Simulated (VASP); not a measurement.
CdS (Hawleyite):

```
Cd S
1.0
     2.91650    2.91650    0.00000
    -2.91650    2.91650    0.00000
     0.00000    2.91650    2.91650
Cd S
1 1
Cartesian
  0.0000 0.0000 0.0000
  1.4583 4.3748 1.4583
```

```yaml
Program: VASP 6.6.1
Task: relaxation of cell and atoms
Functional: LDA
Potentials_or_basis: VASP PAW LDA potentials, release 64 (Cd, S)
Cutoff: 600 eV
k_mesh: 12 × 12 × 12
Occupations: fermi-dirac, width 0.08 eV
Spin: no spin polarisation
```

At the start: pressure -2.0 GPa; volume 24.81 Å³/atom.

Q: Where does the relaxation end?

A: Over 3 steps the energy falls by 5.1 meV/atom and the volume is 24.02 Å³/atom (-3.2 %); space group F-43m (No. 216, to 0.05 Å).

Step by step:
| step | energy change (eV) | largest force (eV/Å) | pressure (GPa) | volume (Å³) |
| --- | --- | --- | --- | --- |
| 1 | 0.0000 | 0.0000 | -2.02 | 49.62 |
| 2 | -0.0083 | 0.0000 | 0.96 | 47.40 |
| 3 | -0.0102 | 0.0000 | 0.00 | 48.05 |

Final structure:
```xyz
2
Lattice="2.8855 2.8855 0.0000 -2.8855 2.8855 0.0000 0.0000 2.8855 2.8855" Properties=species:S:1:pos:R:3 pbc="T T T"
Cd    0.0000    2.8855    2.8855
S     1.4427    4.3282    1.4427
```
